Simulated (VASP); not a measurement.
# Ni (P6_3/mmc) in VASP: further runs, part 2 of 2

VASP 6.6.1.

### Step 3. Single point, LDA, collinear spin, antiferromagnetic start

Input file INCAR:

```
SYSTEM = Ni
PREC = Accurate
ENCUT = 520
EDIFF = 1E-6
ISMEAR = -1
SIGMA = 0.1
LREAL = .FALSE.
LASPH = .TRUE.
NELM = 150
ALGO = Normal
ISIF = 2
LWAVE = .FALSE.
LCHARG = .FALSE.
ISPIN = 2
MAGMOM = 2 -2
LORBIT = 11
LMAXMIX = 4
GGA = CA
NBANDS = 21
```

Input file KPOINTS:

```
Automatic mesh
0
G
  13 13 7
  0 0 0
```

Input file POSCAR:

```
Ni
1.0
    2.4480229000      0.0000000000      0.0000000000
   -1.2240114500      2.1200500200      0.0000000000
    0.0000000000      0.0000000000      4.0728075700
Ni
2
Direct
    0.3333333333      0.6666666667      0.2500000000
    0.6666666667      0.3333333333      0.7500000000
```

Potentials or basis: VASP PAW LDA potentials, release 64 (Ni).

The run is started by

```console
$ cat potpaw_LDA.64/Ni/POTCAR > POTCAR
$ mpirun -np 1 vasp_std > vasp.out
```

OUTCAR:

```text
SYSTEM = Ni
   PREC = Accurate
   ENCUT = 520
   EDIFF = 1E-6
   ISMEAR = -1
   LREAL = .FALSE.
   LASPH = .TRUE.
   NELM = 150
   ISIF = 2
   ISPIN = 2
   LORBIT = 11
   GGA = CA

 ion  position               nearest neighbor table
   1  0.333  0.667  0.250-   2 2.48   2 2.48   2 2.48   2 2.48   2 2.48   2 2.48
   2  0.667  0.333  0.750-   1 2.48   1 2.48   1 2.48   1 2.48   1 2.48   1 2.48

  LATTYP: Found a hexagonal cell.
 ALAT       =     2.4480229000
 C/A-ratio  =     1.6637130192

  Lattice vectors:

 A1 = (   2.4480229000,   0.0000000000,   0.0000000000)
 A2 = (  -1.2240114500,   2.1200500200,   0.0000000000)
 A3 = (   0.0000000000,   0.0000000000,   4.0728075700)

Analysis of symmetry for initial positions (statically):
=====================================================================
 Subroutine PRICEL returns:
 Original cell was already a primitive cell.

 Routine SETGRP: Setting up the symmetry group for a
 hexagonal supercell.

 Subroutine GETGRP returns: Found 24 space group operations
 (whereof 12 operations were pure point group operations)
[... 770 lines left out ...]

 k-point     1 :       0.0000    0.0000    0.0000
  band No.  band energies     occupation
      1       0.2800      1.00000
      2       4.6707      1.00000
      3       7.2756      1.00000
      4       7.4201      1.00000
      5       7.4201      1.00000
      6       7.6941      1.00000
[... 565 lines left out ...]
     20      37.8036      0.00000
     21      38.7472      0.00000

 [... further k-points ...]
[... 5 lines left out ...]
  --------------------------------------------------------------------------------------
  -------------------------------------------------------------------------------------
  Total       -1.3754766     -1.3754766     -1.7151277     -0.0000000      0.0000000      0.0000000
  in kB     -104.2577411   -104.2577411   -130.0024561     -0.0000000      0.0000000      0.0000000
  external PRESSURE =    -112.8393128 kB  Pullay stress =       0.0000000 kB

 VOLUME and BASIS-vectors are now :
 -----------------------------------------------------------------------------
  energy-cutoff  :      520.00
  volume of cell :       21.14
      direct lattice vectors                 reciprocal lattice vectors
     2.448022900  0.000000000  0.000000000     0.408492911  0.235843492  0.000000000
    -1.224011450  2.120050020  0.000000000     0.000000000  0.471686984  0.000000000
     0.000000000  0.000000000  4.072807570     0.000000000  0.000000000  0.245530873

 POSITION                                       TOTAL-FORCE (eV/Angst)
 -----------------------------------------------------------------------------------
     -0.00000      1.41337      1.01820         0.000000      0.000000      0.000000
      1.22401      0.70668      3.05461        -0.000000     -0.000000      0.000000
 -----------------------------------------------------------------------------------
    total drift:                               -0.000000      0.000000     -0.000000

  FREE ENERGIE OF THE ION-ELECTRON SYSTEM (eV)
  ---------------------------------------------------
  free  energy   TOTEN  =       -13.0917414037 eV

  energy  without entropy=      -12.9067349018  energy(sigma->0) =      -12.99923815

 total charge

# of ion       s       p       d       tot
------------------------------------------
    1        0.508   0.518   8.350   9.376
    2        0.508   0.518   8.350   9.376
--------------------------------------------------
tot          1.017   1.036  16.699  18.752

 magnetization (x)

# of ion       s       p       d       tot
------------------------------------------
    1       -0.000   0.000   0.001   0.001
    2        0.000  -0.000  -0.001  -0.001
--------------------------------------------------
tot          0.000   0.000   0.000   0.000
```

OSZICAR:

```text
N       E                     dE             d eps       ncg     rms          rms(c)
DAV:   1     0.958885374959E+02    0.95889E+02   -0.92342E+03  7610   0.142E+03
DAV:   2    -0.908885481899E+01   -0.10498E+03   -0.96914E+02  7166   0.237E+02
DAV:   3    -0.147999853421E+02   -0.57111E+01   -0.55302E+01  8112   0.635E+01
DAV:   4    -0.148702484590E+02   -0.70263E-01   -0.70216E-01  8075   0.666E+00
DAV:   5    -0.148721523845E+02   -0.19039E-02   -0.19038E-02  8256   0.109E+00    0.170E+01
DAV:   6    -0.137588617590E+02    0.11133E+01   -0.88811E+00  8313   0.620E+01    0.891E+00
DAV:   7    -0.130994695330E+02    0.65939E+00   -0.20205E+00  8248   0.267E+01    0.294E+00
DAV:   8    -0.130917316943E+02    0.77378E-02   -0.12787E-01 11404   0.508E+00    0.110E+00
DAV:   9    -0.130909535771E+02    0.77812E-03   -0.17122E-02 10923   0.175E+00    0.506E-01
DAV:  10    -0.130913088688E+02   -0.35529E-03   -0.15895E-02 11460   0.189E+00    0.166E-01
DAV:  11    -0.130914784132E+02   -0.16954E-03   -0.71861E-04 10248   0.251E-01    0.127E-01
DAV:  12    -0.130917170240E+02   -0.23861E-03   -0.34660E-03 10936   0.820E-01    0.493E-02
DAV:  13    -0.130917432572E+02   -0.26233E-04   -0.31159E-04 11173   0.234E-01    0.142E-02
DAV:  14    -0.130917413045E+02    0.19527E-05   -0.18146E-05 10380   0.594E-02    0.765E-03
DAV:  15    -0.130917414037E+02   -0.99247E-07   -0.86532E-06  4410   0.409E-02
   1 F= -.13091741E+02 E0= -.12999238E+02  d E =-.185007E+00  mag=     0.0000
```

stdout:

```text
POSCAR found type information on POSCAR Ni
 POSCAR found :  1 types and       2 ions
 scaLAPACK will be used
 LDA part: xc-table for (Slater(with rela. corr.)+CA(PZ))
 , standard interpolation
 POSCAR, INCAR and KPOINTS ok, starting setup
 FFT: planning ... GRIDC
 FFT: planning ... GRID_SOFT
 FFT: planning ... GRID
 WAVECAR not read
 entering main loop
```

It took 36 s on 1 thread of Intel Xeon 6975P-C (Granite Rapids), shared host; peak memory 0.16 GiB.

What came out:

```yaml
Free_energy: -13.0917 eV
Pressure: -11.3 GPa
Band_gap_on_the_k_mesh: zero (filled and empty bands overlap)
Net_moment: 0.00 μB per cell
Valence_electrons_inside_the_program's_atomic_spheres: Ni 9.38
```

Caveat: the starting moments collapsed, and a magnetic state may lie lower.

### Step 4. Single point, r2SCAN, collinear spin, antiferromagnetic start

POSCAR is that of step 3.

Input file INCAR.step1:

```
SYSTEM = Ni
ALGO = Normal ; EDIFF = 1E-4
ENCUT = 520 ; GGA = PE
ISMEAR = -1 ; ISPIN = 2
LASPH = .True. ; LCHARG = .False.
LMAXMIX = 4 ; LREAL = .False.
LWAVE = .True. ; MAGMOM = 2 -2
NBANDS = 21 ; NELM = 150
PREC = Accurate ; SIGMA = 0.1
```

Input file INCAR.step2:

```
SYSTEM = Ni
ALGO = Normal ; EDIFF = 1E-7
ENCUT = 520 ; ISIF = 2
ISMEAR = -1 ; ISPIN = 2
ISTART = 1 ; LASPH = .True.
LCHARG = .False. ; LMAXMIX = 4
LMIXTAU = .True. ; LORBIT = 11
LREAL = .False. ; LWAVE = .False.
MAGMOM = 2 -2 ; METAGGA = R2SCAN
NBANDS = 21 ; NELM = 150
PREC = Accurate ; SIGMA = 0.1
```

Input file KPOINTS:

```
k-points
0
Gamma
  13 13 7
  0 0 0
```

Potentials or basis: VASP PAW PBE potentials, release 64 (Ni).

The run is started by

```console
$ cat potpaw_PBE.64/Ni/POTCAR > POTCAR
$ cp INCAR.step1 INCAR
$ mpirun -np 1 vasp_std > vasp.out
$ cp INCAR.step2 INCAR
$ mpirun -np 1 vasp_std > vasp.out
```

Run time: 2.6 min. Hardware: 1 thread of Intel Xeon 6975P-C (Granite Rapids), shared host; peak memory 0.17 GiB.

It converged, with:

| Quantity | Value |
| --- | --- |
| Free energy | -23.6897 eV |
| Pressure | -1.8 GPa |
| Band gap on the k mesh | zero (filled and empty bands overlap) |
| Net moment | 0.00 μB per cell |
| Valence electrons inside the program's atomic spheres | Ni 9.41 |

Stress tensor (GPa, compression positive):
```
-1.14  0.00  0.00
 0.00 -1.14  0.00
 0.00  0.00 -3.27
```

Levels at points of the mesh, in eV from the Fermi level:
Spin up:
| k point | band 8 | band 9 | band 10 | band 11 | band 12 | band 13 |
| --- | --- | --- | --- | --- | --- | --- |
| (0.00, 0.00, 0.00) | -1.17 | -1.17 | -0.42 | -0.20 | -0.20 | 6.28 |
Spin down:
```csv
k point,band 8,band 9,band 10,band 11,band 12,band 13
"(0.00, 0.00, 0.00)",-1.17,-1.17,-0.42,-0.20,-0.20,6.28
```

Caveat: the starting moments collapsed, and a magnetic state may lie lower; the PAW data sets were made with another functional, which shifts forces and pressure a little.
